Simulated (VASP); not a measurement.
## Ru: single point with PBE

Ru:

```xyz
2
Lattice="2.7200 0.0000 0.0000 -1.3600 2.3556 0.0000 0.0000 0.0000 4.2968" Properties=species:S:1:pos:R:3 pbc="T T T"
Ru   -0.0354    1.5351    1.0742
Ru    1.3954    0.8206    3.2226
```

This cell differs from its parent crystal: atoms displaced along a vibrational mode.

- Program: VASP 6.6.1
- Task: single point
- Functional: PBE
- Potentials or basis: VASP PAW PBE potentials, release 64 (Ru_pv)
- Cutoff: 520 eV
- k mesh: 24 × 24 × 14
- Occupations: gaussian, width 0.15 eV
- Spin: no spin polarisation
- Dipole correction: no
- Further INCAR settings: ALGO = Fast; EDIFF = 1e-06; NBANDS = 21

- Pressure: 0.4 GPa
- Largest force: 0.667 eV/Å
- Band gap on the k mesh: zero (bands 14 and 15 overlap by 3.09 eV)

Forces in eV/Å, atoms in the order of the input:
```
Ru   0.459  0.483  0.000
Ru  -0.459 -0.483  0.000
```

Stress tensor (GPa, compression positive):
```
 1.39  1.01  0.00
 1.01 -0.70  0.00
 0.00  0.00  0.62
```

Levels at points of the mesh, in eV from the Fermi level:
```
           k point  band 10  band 11  band 12  band 13  band 14  band 15  band 16  band 17  band 18  band 19
(0.00, 0.00, 0.00)    -2.49    -2.48    -1.97    -1.72    -1.66    -1.08     0.80     1.28     1.45    10.15
(0.50, 0.00, 0.00)    -2.89    -2.43    -2.03    -1.53     1.29     1.79     1.85     4.27     5.70    11.43
(0.00, 0.50, 0.00)    -3.03    -1.75    -1.61    -1.50     1.43     1.71     1.88     3.75     6.21    10.61
(0.50, 0.50, 0.00)    -2.97    -1.93    -1.72    -1.54     1.39     1.75     1.80     3.89     6.08    10.82
(0.00, 0.00, 0.50)    -2.78    -2.72    -2.72    -2.61    -2.61     0.39     0.39     0.61     0.61    10.42
(0.50, 0.00, 0.50)    -4.47    -1.02    -1.02     0.77     0.77     1.60     1.60     2.99     2.99    10.41
(0.00, 0.50, 0.50)    -4.46    -1.07    -1.07     0.20     0.20     1.63     1.63     3.58     3.58    10.12
(0.50, 0.50, 0.50)    -4.48    -1.04    -1.04     0.36     0.36     1.62     1.62     3.42     3.42    10.27
```

It took 15 min on 1 thread of Intel Xeon 8259CL (shared host), peak memory 1 GiB.

Caveat: the cell differs from its parent crystal (atoms displaced along a vibrational mode).
